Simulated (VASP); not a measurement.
In3GaAs4, 8 atoms in the cell. It takes space group P-43m (No. 215, cubic). The conventional cell has a = 5.957 Å, b = 5.957 Å, c = 5.957 Å, α = 90.00°, β = 90.00°, γ = 90.00°. Ga (site symmetry -43m) has 4 As at 2.47 Å within 3.3 Å. In (site symmetry -42m) has 4 As at 2.62 Å within 3.5 Å. Within 3.3 Å of As (site symmetry 3m) lie 1 Ga at 2.47 Å and 3 In at 2.62 Å. 

* Program: VASP 6.6.1
* Task: single point
* Functional: LDA
* Potentials or basis: VASP PAW LDA potentials, release 64 (Ga_d, In_d, As)
* Cutoff: 520 eV
* k mesh: 5 × 5 × 5
* Occupations: gaussian, width 0.02 eV
* Spin: no spin polarisation
* Dipole correction: no
* Further INCAR settings: ALGO = Normal; EDIFF = 1e-06; NBANDS = 46

Potentials or basis: VASP PAW LDA potentials, release 64 (Ga_d, In_d, As).

The run is started by

```sh
$ cat potpaw_LDA.64/Ga_d/POTCAR potpaw_LDA.64/In_d/POTCAR potpaw_LDA.64/As/POTCAR > POTCAR
$ mpirun -np 1 vasp_std > vasp.out
```

Hardware: 1 thread of Intel(R) Xeon(R) Platinum 8488C (Sapphire Rapids), on a shared host.

Q: How long does it take, and how much memory?

A: Wall time 65 s on 1 thread of Intel(R) Xeon(R) Platinum 8488C (Sapphire Rapids), on a shared host, peak memory 0.3 GiB. Counts: scf iterations 14, k points 10.
